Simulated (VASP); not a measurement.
Runs of VASP 6.6.1 on SnSe. The structure is that of space group I4/mmm (No. 139), or close to it. The cells are those of the table. 

```tsv
cell	gap on the mesh (eV)	pressure (GPa)
a = 4.138, b = 4.138, c = 4.778 Å, angles 54.7, 54.7, 70.5°, 2 atoms	none	15.5
a = 4.147, b = 4.147, c = 4.624 Å, angles 56.1, 56.1, 67.8°, 2 atoms	none	7.5
a = 4.644, b = 4.644, c = 3.793 Å, angles 65.9, 65.9, 48.2°, 2 atoms	none	(b)
a = 4.170, b = 4.170, c = 4.494 Å, angles 57.4, 57.4, 65.2°, 2 atoms	none	(a)
a = 4.425, b = 4.425, c = 4.006 Å, angles 63.1, 63.1, 53.8°, 2 atoms	none	4.0
```

Alike in all rows: task single point; level r2SCAN; potentials or basis VASP PAW PBE potentials, release 64 (Sn_d, Se); no spin polarisation; k mesh 12 × 12 × 12; cutoff (eV) 520; smearing gaussian 0.05 eV.

Q: Fill in the values left out.

A: (a) 3.6; (b) 11.8.

Caveats: the PAW data sets were made with another functional, which shifts forces and pressure a little; spin-orbit coupling is left out, which moves the levels of the heavy elements.

A k mesh can miss the band edges, and the runs leave out spin-orbit coupling on Se, Sn.

A gap of «none» marks levels without a gap at the run's occupations.
